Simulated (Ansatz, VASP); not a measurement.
# PtSe2 in VASP and in Ansatz

File INCAR:

```
  ALGO = Normal
  EDIFF = 1E-7
  ENCUT = 520
  GGA = PE
  ISIF = 2
  ISMEAR = 0
  LASPH = T
  LCHARG = F
  LREAL = F
  LWAVE = F
  NBANDS = 18
  NELM = 80
  PREC = Accurate
  SIGMA = 0.15
```

File KPOINTS:

```
k-points
0
Gamma
  12 12 10
```

Contents of POSCAR:

```
PtSe2
1.0
    3.5750405804      0.0000000000      0.0000000000
   -1.7875202902      3.0960759622      0.0000000000
    0.0000000000      0.0000000000      4.8595200000
Pt Se
1 2
Direct
    0.0000000000      0.0000000000      0.0000000000
    0.3333333333      0.6666666667      0.2500000000
    0.6666666667      0.3333333333      0.7500000000
```

Input for Ansatz:

```yaml
crystal:
  lattice:
    - [3.5750405804, 0.0, 0.0]
    - [-1.7875202902, 3.0960759622, 0.0]
    - [0.0, 0.0, 4.85952]
  atoms:
    - { symbol: Pt, position: [0.0, 0.0, 0.0] }
    - { symbol: Se, position: [0.3333333333, 0.6666666667, 0.25] }
    - { symbol: Se, position: [0.6666666667, 0.3333333333, 0.75] }
basis:
  ecutwfc: 420
kpoints:
  mp_grid: { grid: [12, 12, 10] }
hamiltonian:
  xc: pbe
scf:
  occupations: { method: gaussian, width: 0.15 }
output:
  forces: true
  stress: true
  eigenvalues: true
```

Change from the starting cell: strain -0.040 along x and y, -0.040 along z, atoms carried along.

Alike in both runs: task single point; functional PBE; k mesh 12 × 12 × 10; occupations gaussian, width 0.15 eV; no spin polarisation.

|  | VASP | Ansatz |
| --- | --- | --- |
| version | VASP 6.6.1 | Ansatz 0.2.0 |
| potentials or method | VASP PAW PBE potentials, release 64 (Pt, Se), cutoff 520 eV | scalar-relativistic, plane waves, PAW |
| valence electrons in the cell | 22 | 50 |

VASP gave:

- gap on the k mesh at the Fermi level (eV): none
- pressure (GPa): 31.1
- traceless stress, the component that is largest in VASP (GPa): -7.03
- rms of the force components (eV/Å): 1.179

Task: Which values does Ansatz return?

Result: gap on the k mesh at the Fermi level (eV): none; pressure (GPa): 31.0; traceless stress, the component that is largest in VASP (GPa): -6.99; rms of the force components (eV/Å): 1.170.

Atom by atom the forces differ by 0.009 eV/Å (rms over components). A gap of «none» marks a metal or a gap that the smearing closes. Both programs put the cell under a high pressure, so it lies far from rest at this level. With one functional, cell and mesh, what is left measures potentials, basis and numerics. VASP's potentials hold 22 valence electrons a cell and Ansatz's 50, so a difference there can come from the potentials and not from the codes.

Spin-orbit coupling is off throughout.
